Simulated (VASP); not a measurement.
Set up this calculation in VASP 6.6.1, as the native input.

```
Task                   : single point
Functional             : LDA
Potentials or basis    : VASP PAW LDA potentials, release 64 (Al, Ga_d, N)
Cutoff                 : 520 eV
k mesh                 : 6 × 6 × 6
Occupations            : gaussian, width 0.05 eV
Spin                   : no spin polarisation
Dipole correction      : no
Further INCAR settings : ALGO = Normal; EDIFF = 1e-06; NBANDS = 41
```

The structure of AlGa3N4 lies in POSCAR:

```
AlGa3N4
1.0
    4.3669703057      0.0000000000      0.0000000000
    0.0000000000      4.3669703057      0.0000000000
    0.0000000000      0.0000000000      4.3669703057
Al Ga N
1 3 4
Direct
    0.0000000000      0.0000000000      0.0000000000
    0.5000000000      0.5000000000      0.0000000000
    0.5000000000      0.0000000000      0.5000000000
    0.0000000000      0.5000000000      0.5000000000
    0.7548078379      0.7548078379      0.2451921621
    0.7548078379      0.2451921621      0.7548078379
    0.2451921621      0.7548078379      0.7548078379
    0.2451921621      0.2451921621      0.2451921621
```

These files were run (other wordings do the same):

INCAR

```
SYSTEM = AlGa3N4
PREC = Accurate
ENCUT = 520
EDIFF = 1E-6
ISMEAR = 0
SIGMA = 0.05
LREAL = .FALSE.
LASPH = .TRUE.
NELM = 60
ALGO = Normal
ISIF = 2
LWAVE = .FALSE.
LCHARG = .TRUE.
LELF = .TRUE.
LVHAR = .TRUE.
NBANDS = 41
```

KPOINTS

```
Automatic mesh
0
G
  6 6 6
  0 0 0
```

Potentials or basis: VASP PAW LDA potentials, release 64 (Al, Ga_d, N).

Launch:

```console
$ cat potpaw_LDA.64/Al/POTCAR potpaw_LDA.64/Ga_d/POTCAR potpaw_LDA.64/N/POTCAR > POTCAR
$ mpirun -np 1 vasp_std > vasp.out
```

It gave:

```yaml
Pressure: 10.4 GPa
Largest_force: 0.048 eV/Å
Band_gap_on_the_k_mesh: 2.86 eV, direct
```

Wall time 21 s on 1 thread of Intel(R) Xeon(R) 6975P-C (Granite Rapids), with other jobs on the host, peak memory 0.18 GiB.
